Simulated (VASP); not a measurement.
# Na (I4/mmm) in VASP: single point with LDA

Aim: the single point of Na with LDA.

Everything below comes from runs of VASP 6.6.1. Logs are shortened: lines on timing, memory, paths and dates and some standing lists are left out, and cuts for length are marked.

## Step 1: The cell of the first run

Symmetry: I4/mmm, No. 139, tetragonal system. The conventional cell has a = 4.108 Å, b = 4.108 Å, c = 4.362 Å, α = 90.00°, β = 90.00°, γ = 90.00°. Na (site symmetry 4/mmm) has 14 Na at 3.63 to 4.36 Å within 4.8 Å.

## Step 2: Single point, LDA (strain -0.030 along x and y, +0.030 along z)

Input file INCAR:

```
  ALGO = Normal
  EDIFF = 1E-6
  ENCUT = 520
  ISIF = 2
  ISMEAR = 0
  LASPH = True
  LCHARG = False
  LREAL = False
  LWAVE = False
  NBANDS = 10
  NELM = 100
  PREC = Accurate
  SIGMA = 0.15
```

Input file KPOINTS:

```
k-points
0
Gamma
  16 16 16
```

Input file POSCAR:

```
Na
1.0
   -2.0539750000      2.0539750000      2.1810250000
    2.0539750000     -2.0539750000      2.1810250000
    2.0539750000      2.0539750000     -2.1810250000
Na
1
Direct
    0.0000000000      0.0000000000      0.0000000000
```

Potentials or basis: VASP PAW LDA potentials, release 64 (Na_pv).

Command:

```sh
$ cat potpaw_LDA.64/Na_pv/POTCAR > POTCAR
$ mpirun -np 1 vasp_std > vasp.out
```

OUTCAR:

```text
EDIFF = 1E-6
   ENCUT = 520
   ISIF = 2
   ISMEAR = 0
   LASPH = True
   LREAL = False
   NELM = 100
   PREC = Accurate

 ion  position               nearest neighbor table
   1  0.000  0.000  0.000-

  LATTYP: Found a body centered tetragonal cell.
 ALAT       =     4.1079500000
 C/A-ratio  =     1.0618556701

  Lattice vectors:

 A1 = (  -2.0539750000,   2.0539750000,   2.1810250000)
 A2 = (   2.0539750000,  -2.0539750000,   2.1810250000)
 A3 = (   2.0539750000,   2.0539750000,  -2.1810250000)

Analysis of symmetry for initial positions (statically):
=====================================================================
 Subroutine PRICEL returns:
 Original cell was already a primitive cell.

 Routine SETGRP: Setting up the symmetry group for a
 body centered tetragonal supercell.

 Subroutine GETGRP returns: Found 16 space group operations
 (whereof 16 operations were pure point group operations)
 out of a pool of 16 trial point group operations.

The static configuration has the point symmetry D_4h.

Analysis of symmetry for dynamics (positions and initial velocities):
=====================================================================
 Subroutine PRICEL returns:
 Original cell was already a primitive cell.

 Routine SETGRP: Setting up the symmetry group for a
 body centered tetragonal supercell.

 Subroutine GETGRP returns: Found 16 space group operations
 (whereof 16 operations were pure point group operations)
 out of a pool of 16 trial point group operations.

The dynamic configuration has the point symmetry D_4h.

 Subroutine INISYM returns: Found 16 space group operations
 (whereof 16 operations are pure point group operations),
 and found     1 'primitive' translations

----------------------------------------------------------------------------------------

                                     Primitive cell

  volume of cell :      36.8053

  direct lattice vectors                    reciprocal lattice vectors
    -2.053975000  2.053975000  2.181025000     0.000000000  0.243430421  0.229250009
     2.053975000 -2.053975000  2.181025000     0.243430421  0.000000000  0.229250009
     2.053975000  2.053975000 -2.181025000     0.243430421  0.243430421  0.000000000

  length of vectors
     3.632422973  3.632422973  3.632422973     0.334385910  0.334385910  0.344262604

[... 81 lines left out ...]
   NSW    =      0    number of steps for IOM
   IBRION =     -1    ionic relax: 0-MD 1-quasi-New 2-CG
   NFREE  =      0    steps in history (QN), initial steepest desc. (CG)
   ISIF   =      2    stress and relaxation
   ISYM   =      2    0-nonsym 1-usesym 2-fastsym
   POTIM  = 0.5000    time-step for ionic-motion
   TEBEG  =    0.0;   TEEND  =   0.0 temperature during run
   PSTRESS=    0.0 pullay stress
   NELECT =       7.0000    total number of electrons
   NUPDOWN=      -1.0000    fix difference up-down
   EMIN   =  10.00;   EMAX   =-10.00  energy-range for DOS
   EFERMI =   0.00;   METHOD = LEGACY
   ISMEAR =     0;   SIGMA  =   0.15  broadening in eV -4-tet -1-fermi 0-gaus
   EFERMI_NEDOS =   21; number of points for ismear=-14 and -15
   IALGO  =     38    algorithm
   IMIX   =      4    mixing-type and parameters
     AMIX     =   0.40;   BMIX     =  1.00
     AMIX_MAG =   1.60;   BMIX_MAG =  1.00
  volume/ion in A,a.u.               =      36.81       248.37
  Fermi-wavevector in a.u.,A,eV,Ry     =   0.941464  1.779110 12.059593  0.886355
  Thomas-Fermi vector in A             =   2.068978
   LORBIT       =      0    0 simple, 1 ext, 2 COOP (PROOUT), +10 PAW based schemes
   GGA     = CA    functional components
   LHFCALC =     F    Hartree Fock is set to
   AEXX    =    0.0000 exact exchange contribution
   IVDW    =     0    specifies the selected vdW correction
   LEPSILON=     F    determine dielectric tensor
   LRPA    =     F    only Hartree local field effects (RPA)
 non-spin polarized calculation
 Gauss-broadening in eV      SIGMA  =   0.15
  energy-cutoff  :      520.00
  volume of cell :       36.81
 maximum number of plane-waves:      1002
   NGX = 13   NGY = 13   NGZ = 13

 number of electron       7.0000001 magnetization

 Free energy of the ion-electron system (eV)
  ---------------------------------------------------
  ext. energy  EPLUGINS =         0.00000000
  ---------------------------------------------------
  free energy    TOTEN  =        -1.44796574 eV

  energy without entropy =       -1.44283587  energy(sigma->0) =       -1.44540081

 E-fermi :   0.1759     XC(G=0):  -6.7483

 val. band max:        0.1694609844   @ k =   0.5000   0.2500   0.0000
 cond. band min:       0.2021419731   @ k =   0.5000   0.1875  -0.0000
 fundamental gap:      0.0326809887
 Fermi energy:         0.1759028081

 k-point     1 :       0.0000    0.0000    0.0000
  band No.  band energies     occupation
      1     -24.7589      2.00000
      2     -24.7589      2.00000
      3     -24.7588      2.00000
      4      -3.1174      2.00000
      5      11.6035      0.00000
      6      11.6035      0.00000
      7      12.4801      0.00000
      8      12.5448      0.00000
      9      13.2724      0.00000
     10      13.3782      0.00000
[... 287 lines left out ...]
 k-point    24 :      -0.0625    0.0625    0.0000
  band No.  band energies     occupation
      1     -24.7604      2.00000
      2     -24.7593      2.00000
      3     -24.7590      2.00000
      4      -3.0454      2.00000
      5      11.1168      0.00000
      6      11.2656      0.00000
      7      11.4885      0.00000
      8      11.9413      0.00000
      9      12.7384      0.00000
     10      13.7323      0.00000

 [... further k-points ...]

------------------------ aborting loop because EDIFF is reached ----------------------------------------

  FORCE on cell =-STRESS in cart. coord.  units (eV):
  Direction    XX          YY          ZZ          XY          YZ          ZX
  --------------------------------------------------------------------------------------
  -------------------------------------------------------------------------------------
  Total       -0.1766361     -0.1766361     -0.1829656      0.0000000     -0.0000000      0.0000000
  in kB       -7.6891643     -7.6891643     -7.9646955      0.0000000     -0.0000000      0.0000000
  external PRESSURE =      -7.7810081 kB  Pullay stress =       0.0000000 kB

 VOLUME and BASIS-vectors are now :
 -----------------------------------------------------------------------------
  energy-cutoff  :      520.00
  volume of cell :       36.81
      direct lattice vectors                 reciprocal lattice vectors
    -2.053975000  2.053975000  2.181025000     0.000000000  0.243430421  0.229250009
     2.053975000 -2.053975000  2.181025000     0.243430421  0.000000000  0.229250009
     2.053975000  2.053975000 -2.181025000     0.243430421  0.243430421  0.000000000

 POSITION                                       TOTAL-FORCE (eV/Angst)
 -----------------------------------------------------------------------------------
      0.00000      0.00000      0.00000        -0.000000     -0.000000      0.000000
 -----------------------------------------------------------------------------------
    total drift:                               -0.000000     -0.000000     -0.000000

  FREE ENERGIE OF THE ION-ELECTRON SYSTEM (eV)
  ---------------------------------------------------
  free  energy   TOTEN  =        -1.4479657383 eV

  energy  without entropy=       -1.4428358731  energy(sigma->0) =       -1.44540081
```

Wall time 26 s (1 thread of Intel Xeon 6975P-C (Granite Rapids), shared host); peak memory 0.21 GiB.

What came out:

```
Free energy : -1.4480 eV
Pressure    : -0.8 GPa
```

Levels at points of the mesh, in eV from the Fermi level:
```tsv
k point	band 1	band 2	band 3	band 4	band 5	band 6	band 7	band 8
(0.00, 0.00, 0.00)	-24.93	-24.93	-24.93	-3.29	11.43	11.43	12.30	12.37
(0.50, 0.00, 0.00)	-24.97	-24.95	-24.93	0.72	1.11	8.50	9.34	9.58
(0.50, 0.50, 0.00)	-24.97	-24.95	-24.94	0.93	1.38	7.76	8.59	8.81
(0.50, 0.50, 0.50)	-24.96	-24.96	-24.96	4.22	4.29	4.86	5.23	5.23
```

Caveat: the cell differs from its parent crystal (strain -0.030 along x and y, +0.030 along z).
